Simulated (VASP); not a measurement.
Set up this calculation in VASP 6.6.1, as the native input.

* Task: relaxation of cell and atoms
* Functional: PBEsol
* Potentials or basis: VASP PAW PBE potentials, release 64 (Hg)
* Cutoff: 600 eV
* k mesh: 15 × 15 × 8
* Occupations: gaussian, width 0.1 eV
* Spin: no spin polarisation
* Target pressure: -1 GPa
* Dipole correction: no
* Further INCAR settings: ALGO = Fast; EDIFF = 1e-06; IBRION = 2; EDIFFG = -0.008; NSW = 70; ISIF = 3

The structure of Hg lies in POSCAR:

```
Hg
1.0
    3.3117987015      0.0000000000      0.0000000000
   -1.6558993507      2.8681018078      0.0000000000
    0.0000000000      0.0000000000      5.0484085982
Hg
2
Direct
    0.6666666667      0.3333333333      0.7500000000
    0.3333333333      0.6666666667      0.2500000000
```

The input as run:

INCAR

```
SYSTEM = Hg
PREC = Accurate
ENCUT = 600
EDIFF = 1E-6
ISMEAR = 0
SIGMA = 0.1
LREAL = .FALSE.
LASPH = .TRUE.
NELM = 60
ALGO = Fast
ISIF = 3
LWAVE = .FALSE.
LCHARG = .FALSE.
GGA = PS
IBRION = 2
NSW = 70
EDIFFG = -0.008
PSTRESS = -10.0
```

KPOINTS

```
regular mesh
0
G
  15 15 8
  0 0 0
```

Potentials or basis: VASP PAW PBE potentials, release 64 (Hg).

Launch:

```bash
$ cat potpaw_PBE.64/Hg/POTCAR > POTCAR
$ mpirun -np 1 vasp_std > vasp.out
```

It gave:

| Property | Result |
| --- | --- |
| Relaxed volume | 25.00 Å³/atom |
| Relaxed cell | a = 3.357 Å, b = 3.357 Å, c = 5.124 Å, α = 90.00°, β = 90.00°, γ = 120.00° |
| Space group after relaxing (to 0.1 Å) | P6_3/mmc (No. 194) |
| Energy change on relaxing (the run minimises the enthalpy) | +3.2 meV/atom |
| Ionic steps | 7 |
| Pressure after relaxing | -1.0 GPa |
| Band gap on the k mesh | zero (bands 12 and 13 overlap by 0.98 eV) |

Caveat: the cell is relaxed towards a set pressure, so the run minimises the enthalpy, not the energy; the PAW data sets were made with another functional, which shifts forces and pressure a little; spin-orbit coupling is left out, which moves the levels of the heavy elements.

Run time: 3.1 min on 1 thread of AMD EPYC 9R45 (Zen 5) (shared host), peak memory 0.23 GiB.
